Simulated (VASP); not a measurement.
Write the native input for VASP 6.6.1 that does the following.

```
Task                   : single point
Functional             : PBE
Potentials or basis    : VASP PAW PBE potentials, release 64 (Re)
Cutoff                 : 520 eV
k mesh                 : 9 × 9 × 3
Occupations            : fermi-dirac, width 0.05 eV
Spin                   : no spin polarisation
Dipole correction      : no
Further INCAR settings : ALGO = Normal; EDIFF = 1e-06; NBANDS = 22
```

The structure of Re lies in POSCAR:

```
Re
1.0
    2.7663873939      0.0000000000      0.0000000000
   -1.3831936969      2.3957617598      0.0000000000
    0.0000000000      0.0000000000      8.9388451600
Re
4
Direct
    0.6666666667      0.3333333333      0.7500000000
    0.0000000000      0.0000000000      0.5000000000
    0.3333333333      0.6666666667      0.2500000000
    0.0000000000      0.0000000000      0.0000000000
```

One way to write it, as run:

INCAR

```
PREC     = Accurate       # precision mode
ENCUT    = 520            # plane-wave cutoff, eV
EDIFF    = 1E-6           # SCF threshold, eV
ISMEAR   = -1             # smearing method
SIGMA    = 0.05           # smearing width, eV
LREAL    = False          # projectors in reciprocal space
LASPH    = True           # aspherical terms in the spheres
NELM     = 60             # most SCF steps
ALGO     = Normal         # electronic algorithm
ISIF     = 2              # what is computed and relaxed
LWAVE    = False          # write WAVECAR
LCHARG   = False          # write CHGCAR
GGA      = PE             # functional
NBANDS   = 22             # bands
```

KPOINTS

```
regular mesh
0
Gamma
  9 9 3
```

Potentials or basis: VASP PAW PBE potentials, release 64 (Re).

Command:

```bash
$ cat potpaw_PBE.64/Re/POTCAR > POTCAR
$ mpirun -np 1 vasp_std > vasp.out
```

Results of the run:

| Quantity | Value |
| --- | --- |
| Pressure | 2.9 GPa |
| Band gap on the k mesh | zero (band 14 reaches 8.68 eV, above the bottom of band 15 at 6.59 eV) |

Caveat: spin-orbit coupling is left out, which moves the levels of the heavy elements.

It took 110 s on 1 thread of AMD EPYC 7R13 Processor (Zen 3) (shared host), peak memory 0.16 GiB.
